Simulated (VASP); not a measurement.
# Cd2In (I4/mmm) in VASP: single point with PBE

Aim: the single point of Cd2In with PBE.

Everything below comes from runs of VASP 6.6.1. Logs are shortened: lines on timing, memory, paths and dates and some standing lists are left out, and cuts for length are marked.

**1. The cell of the first run**

It takes space group I4/mmm (No. 139, tetragonal). The conventional cell has a = 4.892 Å, b = 4.892 Å, c = 6.910 Å, α = 90.00°, β = 90.00°, γ = 90.00°. Cd (site symmetry -4m2) has 4 In at 2.99 Å and 6 Cd at 3.45 to 3.46 Å within 3.9 Å. Within 3.9 Å of In (site symmetry 4/mmm) lie 8 Cd at 2.99 Å.

**2. Single point, PBE**

File INCAR:

```
SYSTEM = Cd2In
ALGO = Fast
EDIFF = 1E-7
ENCUT = 520
GGA = PE
ISIF = 2
ISMEAR = 0
LASPH = .True.
LCHARG = .True.
LELF = .True.
LREAL = .False.
LVHAR = .True.
LWAVE = .False.
NBANDS = 26
NELM = 80
PREC = Accurate
SIGMA = 0.1
```

File KPOINTS:

```
k-points
0
Gamma
  14 14 14
  0 0 0
```

File POSCAR:

```
Cd2In
1.0
   -2.4460729464      2.4460729464      3.4547756554
    2.4460729464     -2.4460729464      3.4547756554
    2.4460729464      2.4460729464     -3.4547756554
Cd In
2 1
Direct
    0.7500000000      0.2500000000      0.5000000000
    0.2500000000      0.7500000000      0.5000000000
    0.0000000000      0.0000000000      0.0000000000
```

Potentials or basis: VASP PAW PBE potentials, release 64 (Cd, In_d).

Command:

```sh
> cat potpaw_PBE.64/Cd/POTCAR potpaw_PBE.64/In_d/POTCAR > POTCAR
> mpirun -np 1 vasp_std > vasp.out
```

OUTCAR:

```text
SYSTEM = Cd2In
   EDIFF = 1E-7
   ENCUT = 520
   GGA = PE
   ISIF = 2
   ISMEAR = 0
   LASPH = .True.
   LREAL = .False.
   NELM = 80
   PREC = Accurate

 ion  position               nearest neighbor table
   1  0.750  0.250  0.500-   3 2.99   3 2.99   3 2.99   3 2.99   2 3.45   2 3.45   2 3.46   2 3.46
                             2 3.46   2 3.46
   2  0.250  0.750  0.500-   3 2.99   3 2.99   3 2.99   3 2.99   1 3.45   1 3.45   1 3.46   1 3.46
                             1 3.46   1 3.46
   3  0.000  0.000  0.000-   1 2.99   2 2.99   1 2.99   2 2.99   1 2.99   2 2.99   1 2.99   2 2.99

  LATTYP: Found a body centered tetragonal cell.
 ALAT       =     4.8921458928
 C/A-ratio  =     1.4123763809

  Lattice vectors:

 A1 = (  -2.4460729464,   2.4460729464,   3.4547756554)
 A2 = (   2.4460729464,  -2.4460729464,   3.4547756554)
 A3 = (   2.4460729464,   2.4460729464,  -3.4547756554)

Analysis of symmetry for initial positions (statically):
=====================================================================
 Subroutine PRICEL returns:
 Original cell was already a primitive cell.

 Routine SETGRP: Setting up the symmetry group for a
 body centered tetragonal supercell.

 Subroutine GETGRP returns: Found 16 space group operations
 (whereof 16 operations were pure point group operations)
 out of a pool of 16 trial point group operations.

The static configuration has the point symmetry D_4h.

Analysis of symmetry for dynamics (positions and initial velocities):
=====================================================================
 Subroutine PRICEL returns:
 Original cell was already a primitive cell.

 Routine SETGRP: Setting up the symmetry group for a
 body centered tetragonal supercell.

 Subroutine GETGRP returns: Found 16 space group operations
 (whereof 16 operations were pure point group operations)
 out of a pool of 16 trial point group operations.

The dynamic configuration has the point symmetry D_4h.

 Subroutine INISYM returns: Found 16 space group operations
 (whereof 16 operations are pure point group operations),
 and found     1 'primitive' translations

----------------------------------------------------------------------------------------

                                     Primitive cell

  volume of cell :      82.6835

  direct lattice vectors                    reciprocal lattice vectors
    -2.446072946  2.446072946  3.454775655     0.000000000  0.204409276  0.144727198
     2.446072946 -2.446072946  3.454775655     0.204409276  0.000000000  0.144727198
     2.446072946  2.446072946 -3.454775655     0.204409276  0.204409276  0.000000000

  length of vectors
     4.888969272  4.888969272  4.888969272     0.250457809  0.250457809  0.289078370

  position of ions in fractional coordinates (direct lattice)
     0.750000000  0.250000000  0.500000000
     0.250000000  0.750000000  0.500000000
     0.000000000  0.000000000  0.000000000

  ion indices of the primitive-cell ions
   primitive index   ion index
                 1           1
                 2           2
                 3           3

----------------------------------------------------------------------------------------

 KPOINTS: k-points

Automatic generation of k-mesh.
 Grid dimensions read from file:
 generate k-points for:   14   14   14

 Generating k-lattice:

  Cartesian coordinates                     Fractional coordinates (reciprocal lattice)
     0.000000000  0.014600663  0.010337657     0.071428571  0.000000000 -0.000000000
     0.014600663  0.000000000  0.010337657     0.000000000  0.071428571 -0.000000000
     0.014600663  0.014600663  0.000000000     0.000000000  0.000000000  0.071428571

  Length of vectors
     0.017889843  0.017889843  0.020648455

  Shift w.r.t. Gamma in fractional coordinates (k-lattice)
     0.000000000  0.000000000  0.000000000

 Subroutine IBZKPT returns following result:
 ===========================================

 Found    244 irreducible k-points:

 Following reciprocal coordinates:
            Coordinates               Weight
  0.000000  0.000000  0.000000      1.000000
  0.071429  0.000000 -0.000000      8.000000
  0.142857  0.000000  0.000000      8.000000
  0.214286  0.000000 -0.000000      8.000000
  0.285714  0.000000  0.000000      8.000000
  0.357143  0.000000  0.000000      8.000000
[... 16 lines left out ...]
  0.214286  0.142857 -0.000000     16.000000
  0.285714  0.142857 -0.000000     16.000000
 [... further k-points ...]
   k-points           NKPTS =    244   k-points in BZ     NKDIM =    244   number of bands    NBANDS=     26
   number of dos      NEDOS =    301   number of ions     NIONS =      3
   total plane-waves  NPLWV =  46656
   dimension x,y,z NGX =    36 NGY =   36 NGZ =   36
   dimension x,y,z NGXF=    72 NGYF=   72 NGZF=   72
   ions per type =               2   1
   NGX,Y,Z   is equivalent  to a cutoff of  12.24, 12.24, 12.24 a.u.
   NGXF,Y,Z  is equivalent  to a cutoff of  24.48, 24.48, 24.48 a.u.
 SYSTEM =  Cd2In
   PREC   = accura    normal or accurate (medium, high low for compatibility)
   ISTART =      0    job   : 0-new  1-cont  2-samecut
   ICHARG =      2    charge: 1-file 2-atom 10-const
   ISPIN  =      1    spin polarized calculation?
   LNONCOLLINEAR =      F non collinear calculations
   LSORBIT =      F    spin-orbit coupling
   LASPH  =      T    aspherical Exc in radial PAW
   ENCUT  =  520.0 eV  38.22 Ry    6.18 a.u.   9.09  9.09  9.09*2*pi/ulx,y,z
   NELM   =     80;   NELMIN=  2; NELMDL= -5     # of ELM steps
   EDIFF  = 0.1E-06   stopping-criterion for ELM
   LREAL  =      F    real-space projection
   EDIFFG = 0.1E-05   stopping-criterion for IOM
   NSW    =      0    number of steps for IOM
   IBRION =     -1    ionic relax: 0-MD 1-quasi-New 2-CG
   NFREE  =      0    steps in history (QN), initial steepest desc. (CG)
   ISIF   =      2    stress and relaxation
   ISYM   =      2    0-nonsym 1-usesym 2-fastsym
   POTIM  = 0.5000    time-step for ionic-motion
   TEBEG  =    0.0;   TEEND  =   0.0 temperature during run
   PSTRESS=    0.0 pullay stress
   NELECT =      37.0000    total number of electrons
   NUPDOWN=      -1.0000    fix difference up-down
   EMIN   =  10.00;   EMAX   =-10.00  energy-range for DOS
   EFERMI =   0.00;   METHOD = LEGACY
   ISMEAR =     0;   SIGMA  =   0.10  broadening in eV -4-tet -1-fermi 0-gaus
   EFERMI_NEDOS =   21; number of points for ismear=-14 and -15
   IALGO  =     68    algorithm
   IMIX   =      4    mixing-type and parameters
     AMIX     =   0.40;   BMIX     =  1.00
     AMIX_MAG =   1.60;   BMIX_MAG =  1.00
  volume/ion in A,a.u.               =      27.56       185.99
  Fermi-wavevector in a.u.,A,eV,Ry     =   1.252187  2.366290 21.333558  1.567972
  Thomas-Fermi vector in A             =   2.386099
   LORBIT       =      0    0 simple, 1 ext, 2 COOP (PROOUT), +10 PAW based schemes
   GGA     = PE    functional components
   LHFCALC =     F    Hartree Fock is set to
   AEXX    =    0.0000 exact exchange contribution
   IVDW    =     0    specifies the selected vdW correction
   LEPSILON=     F    determine dielectric tensor
   LRPA    =     F    only Hartree local field effects (RPA)
 non-spin polarized calculation
 RMM-DIIS sequential band-by-band and
 Gauss-broadening in eV      SIGMA  =   0.10
  energy-cutoff  :      520.00
  volume of cell :       82.68
 maximum number of plane-waves:      2252
   NGX = 19   NGY = 19   NGZ = 19

 number of electron      37.0000022 magnetization

 Free energy of the ion-electron system (eV)
  ---------------------------------------------------
  ext. energy  EPLUGINS =         0.00000000
  ---------------------------------------------------
  free energy    TOTEN  =        -3.85499044 eV

  energy without entropy =       -3.85101234  energy(sigma->0) =       -3.85300139

 E-fermi :   3.0754     XC(G=0):  -9.6953

 val. band max:        3.0625568922   @ k =  -0.0714  -0.4286   0.0714
 cond. band min:       3.1325494447   @ k =   0.2143   0.0714   0.0000
 fundamental gap:      0.0699925524
 Fermi energy:         3.0753849877

 k-point     1 :       0.0000    0.0000    0.0000
  band No.  band energies     occupation
      1     -11.4423      2.00000
      2     -11.4422      2.00000
      3     -11.4422      2.00000
      4     -11.3836      2.00000
      5     -11.3834      2.00000
      6      -5.8496      2.00000
[... 18 lines left out ...]
     25       9.5518      0.00000
     26       9.5607      0.00000

 k-point     2 :       0.0714    0.0000   -0.0000
  band No.  band energies     occupation
      1     -11.4424      2.00000
      2     -11.4421      2.00000
      3     -11.4420      2.00000
      4     -11.3832      2.00000
      5     -11.3830      2.00000
      6      -5.8467      2.00000
[... 18 lines left out ...]
     25       9.4191      0.00000
     26       9.4217      0.00000

 k-point     3 :       0.1429    0.0000    0.0000
  band No.  band energies     occupation
      1     -11.4429      2.00000
      2     -11.4417      2.00000
      3     -11.4415      2.00000
      4     -11.3823      2.00000
      5     -11.3821      2.00000
      6      -5.8495      2.00000
[... 18 lines left out ...]
     25       9.2116      0.00000
     26       9.2194      0.00000

 k-point     4 :       0.2143    0.0000   -0.0000
  band No.  band energies     occupation
      1     -11.4437      2.00000
      2     -11.4411      2.00000
      3     -11.4410      2.00000
      4     -11.3809      2.00000
      5     -11.3808      2.00000
      6      -5.8581      2.00000
[... 18 lines left out ...]
     25       9.2488      0.00000
     26       9.2502      0.00000

 k-point     5 :       0.2857    0.0000    0.0000
  band No.  band energies     occupation
      1     -11.4445      2.00000
      2     -11.4405      2.00000
      3     -11.4403      2.00000
      4     -11.3794      2.00000
      5     -11.3793      2.00000
      6      -5.8581      2.00000
[... 18 lines left out ...]
     25       9.6317      0.00000
     26       9.6359      0.00000

 k-point     6 :       0.3571    0.0000    0.0000
  band No.  band energies     occupation
      1     -11.4454      2.00000
      2     -11.4400      2.00000
      3     -11.4398      2.00000
      4     -11.3779      2.00000
      5     -11.3778      2.00000
      6      -5.8511      2.00000
[... 427 lines left out ...]
 k-point    21 :      -0.0714    0.0714    0.0000
  band No.  band energies     occupation
      1     -11.4428      2.00000
      2     -11.4419      2.00000
      3     -11.4417      2.00000
      4     -11.3836      2.00000
      5     -11.3825      2.00000
      6      -5.8560      2.00000
[... 18 lines left out ...]
     25       8.9083      0.00000
     26       9.7030      0.00000

 k-point    22 :       0.1429    0.1429    0.0000
  band No.  band energies     occupation
      1     -11.4441      2.00000
      2     -11.4413      2.00000
      3     -11.4401      2.00000
      4     -11.3816      2.00000
      5     -11.3794      2.00000
      6      -5.8761      2.00000
[... 18 lines left out ...]
     25       8.7520      0.00000
     26      10.0099      0.00000

 k-point    23 :       0.2143    0.1429   -0.0000
  band No.  band energies     occupation
      1     -11.4445      2.00000
      2     -11.4407      2.00000
      3     -11.4400      2.00000
      4     -11.3802      2.00000
      5     -11.3780      2.00000
      6      -5.8806      2.00000
[... 18 lines left out ...]
     25       9.0878      0.00000
     26      11.0087      0.00000

 k-point    24 :       0.2857    0.1429   -0.0000
  band No.  band energies     occupation
      1     -11.4447      2.00000
      2     -11.4402      2.00000
      3     -11.4400      2.00000
      4     -11.3785      2.00000
      5     -11.3770      2.00000
      6      -5.8783      2.00000
[... 18 lines left out ...]
     25       9.1520      0.00000
     26      11.7645      0.00000

 [... further k-points ...]

------------------------ aborting loop because EDIFF is reached ----------------------------------------

  FORCE on cell =-STRESS in cart. coord.  units (eV):
  Direction    XX          YY          ZZ          XY          YZ          ZX
  --------------------------------------------------------------------------------------
  -------------------------------------------------------------------------------------
  Total        0.0462620      0.0462620      0.0542346      0.0000000     -0.0000000      0.0000000
  in kB        0.8964301      0.8964301      1.0509162      0.0000000     -0.0000000      0.0000000
  external PRESSURE =       0.9479255 kB  Pullay stress =       0.0000000 kB

 VOLUME and BASIS-vectors are now :
 -----------------------------------------------------------------------------
  energy-cutoff  :      520.00
  volume of cell :       82.68
      direct lattice vectors                 reciprocal lattice vectors
    -2.446072946  2.446072946  3.454775655     0.000000000  0.204409276  0.144727198
     2.446072946 -2.446072946  3.454775655     0.204409276  0.000000000  0.144727198
     2.446072946  2.446072946 -3.454775655     0.204409276  0.204409276  0.000000000

 POSITION                                       TOTAL-FORCE (eV/Angst)
 -----------------------------------------------------------------------------------
      0.00000      2.44607      1.72739         0.000000     -0.000000      0.000000
      2.44607      0.00000      1.72739        -0.000000      0.000000     -0.000000
      0.00000      0.00000      0.00000        -0.000000     -0.000000      0.000000
 -----------------------------------------------------------------------------------
    total drift:                               -0.000000      0.000000     -0.000000

  FREE ENERGIE OF THE ION-ELECTRON SYSTEM (eV)
  ---------------------------------------------------
  free  energy   TOTEN  =        -3.8549904354 eV

  energy  without entropy=       -3.8510123378  energy(sigma->0) =       -3.85300139
```

Run time: 3.8 min. Hardware: 1 thread of Intel Xeon 6975P-C (Granite Rapids), shared host; peak memory 0.57 GiB.

Results:

| Item | Value |
| --- | --- |
| Free energy | -3.8550 eV |
| Pressure | 0.1 GPa |
| Band gap on the k mesh | zero (an odd number of electrons rules out a gap without spin polarisation) |

Caveat: spin-orbit coupling is left out, which moves the levels of the heavy elements.

The gap in the log of VASP goes by the Fermi energy; the results here count the filled bands.